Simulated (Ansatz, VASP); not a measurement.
## One calculation of Hf, two programs

Contents of INCAR:

```
PREC = Accurate
ENCUT = 520
EDIFF = 1E-6
ISMEAR = -1
SIGMA = 0.1
LREAL = F
LASPH = T
NELM = 60
ALGO = Normal
ISIF = 2
LWAVE = F
LCHARG = T
GGA = RP
LELF = T
LVHAR = T
NBANDS = 17
```

KPOINTS

```
regular mesh
0
Gamma
  18 18 10
```

The input POSCAR:

```
Hf
1.0
    3.1446273663      0.0000000000      0.0000000000
   -1.5723136831      2.7233271846      0.0000000000
    0.0000000000      0.0000000000      4.9775272178
Hf
2
Direct
    0.3333333333      0.6666666667      0.2500000000
    0.6666666667      0.3333333333      0.7500000000
```

Input for Ansatz:

```yaml
crystal:
  lattice:
    - [3.1446273651, 0.0, 0.0]
    - [-1.5723136826, 2.7233271836, 0.0]
    - [0.0, 0.0, 4.9775272162]
  atoms:
    - { symbol: Hf, position: [0.3333333333, 0.6666666667, 0.25] }
    - { symbol: Hf, position: [0.6666666667, 0.3333333333, 0.75] }
hamiltonian:
  xc: rpbe
  pseudopotentials:
    kind: paw
    azcp:
      Hf: "pseudopotentials/Hf.paw.azcp"
basis:
  ecutwfc: 420
  fft_grid_basis: typed
kpoints:
  mp_grid: { grid: [18, 18, 10], shift: [0, 0, 0] }
magnetization:
  spin_polarized: false
scf:
  occupations: { method: fermi_dirac, width: 0.1 }
output:
  stress: true
```

Alike in both runs: task single point; functional RPBE; k mesh 18 × 18 × 10; occupations fermi-dirac, width 0.1 eV; no spin polarisation.

```csv
,VASP,Ansatz
version,VASP 6.6.1,Ansatz 0.2.0
potentials or method,"VASP PAW PBE potentials, release 64 (Hf_pv), cutoff 520 eV","plane waves (420 eV) with PAW, scalar-relativistic"
valence electrons in the cell,20,52
```

Ansatz gave:

* pressure (GPa): 9.7
* traceless stress, the component that is largest in VASP (GPa): 0.23

Problem. Which values does VASP return?

Solution. Pressure (GPa): 9.2; traceless stress, the component that is largest in VASP (GPa): 0.14.

VASP's potentials were made for PBE, not for RPBE. With one functional, cell and mesh, what is left measures potentials, basis and numerics. VASP's potentials hold 20 valence electrons a cell and Ansatz's 52, so a difference there can come from the potentials and not from the codes.

Spin-orbit coupling is off throughout.
